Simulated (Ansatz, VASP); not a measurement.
**KTaO3 in VASP and in Ansatz**

```xyz
5
Lattice="3.9896 0.0000 0.0000 0.0000 3.9896 0.0000 0.0000 0.0000 3.9896" Properties=species:S:1:pos:R:3 pbc="T T T"
K     1.9948    1.9948    1.9948
Ta    0.0000    0.0000    0.0000
O     1.9948    0.0000    0.0000
O     0.0000    1.9948    0.0000
O     0.0000    0.0000    1.9948
```

Alike in both runs: functional r2SCAN; k mesh 8 × 8 × 8; occupations fermi-dirac, width 0.02 eV; no spin polarisation.

Ansatz relaxed the structure, and its values are those at the end. VASP's run is a single point on that final structure, the one shown.

```csv
,VASP,Ansatz
version,VASP 6.6.1,Ansatz 0.2.0
potentials or method,"VASP PAW PBE potentials, release 64 (K_sv, Ta_pv, O), cutoff 520 eV",PAW plane waves
valence electrons in the cell,38,40
```

Ansatz gave:

| Property | Result |
| --- | --- |
| gap on the k mesh at the Fermi level (eV) | 2.64 |
| pressure (GPa) | 0.0 |

Question: What did VASP give for the same quantities?

Answer: gap on the k mesh at the Fermi level (eV): 2.60; pressure (GPa): 1.0.

VASP's potentials were made for PBE, not for r2SCAN. The functional is the same, so the differences come from potentials, cutoffs and numerics. VASP's potentials hold 38 valence electrons a cell and Ansatz's 40, so a difference there can come from the potentials and not from the codes. Ansatz's warnings: stress scf threshold loose.

Neither program's run includes spin-orbit coupling.
